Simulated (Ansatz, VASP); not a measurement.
# One calculation of C, two programs

The input INCAR:

```
ALGO = Normal
EDIFF = 1E-6
ENCUT = 520
ISIF = 2
ISMEAR = 0
LASPH = T
LCHARG = T
LELF = T
LREAL = F
LVHAR = T
LWAVE = F
NBANDS = 11
NELM = 60
PREC = Accurate
SIGMA = 0.05
```

KPOINTS

```
k-points
0
Gamma
  14 14 14
```

Contents of POSCAR:

```
C
1.0
    0.0000000000      2.1589050000      3.3480000000
    1.2464200000      0.0000000000      3.3480000000
    1.2464200000      2.1589050000      0.0000000000
C
2
Direct
    0.1666700000      0.8333300000      0.1666700000
    0.8333300000      0.1666700000      0.8333300000
```

Input for Ansatz:

```yaml
crystal:
  lattice:
    - [0.0, 2.158905, 3.348]
    - [1.24642, 0.0, 3.348]
    - [1.24642, 2.158905, 0.0]
  atoms:
    - { symbol: C, position: [0.16667, 0.83333, 0.16667] }
    - { symbol: C, position: [0.83333, 0.16667, 0.83333] }
basis:
  ecutwfc: 420
kpoints:
  mp_grid: { grid: [14, 14, 14] }
hamiltonian:
  xc: lda
scf:
  occupations: { method: gaussian, width: 0.05 }
output:
  forces: true
  stress: true
  eigenvalues: true
```

Change from the starting cell: strain +0.015 along x and y, +0.000 along z, atoms carried along.

Alike in both runs: task single point; functional LDA; k mesh 14 × 14 × 14; occupations gaussian, width 0.05 eV; no spin polarisation.

|  | VASP | Ansatz |
| --- | --- | --- |
| version | VASP 6.6.1 | Ansatz 0.2.0 |
| potentials or method | VASP PAW LDA potentials, release 64 (C), cutoff 520 eV | scalar-relativistic, plane waves, PAW |
| valence electrons in the cell | 8 | 8 |

Ansatz gave:

* gap on the k mesh at the Fermi level (eV): 0.27
* least direct gap on the mesh (eV): 0.34
* pressure (GPa): -15.4
* traceless stress, the component that is largest in VASP (GPa): 15.74
* rms of the force components (eV/Å): 0.021

**Question.** Which values does VASP return?

**Answer.** gap on the k mesh at the Fermi level (eV): 0.27; least direct gap on the mesh (eV): 0.34; pressure (GPa): -14.6; traceless stress, the component that is largest in VASP (GPa): 14.86; rms of the force components (eV/Å): 0.021.

LDA's correlation is that of Perdew and Zunger in VASP and of Perdew and Wang (1992) in Ansatz. Atom by atom the forces differ by 0.000 eV/Å (rms over components).
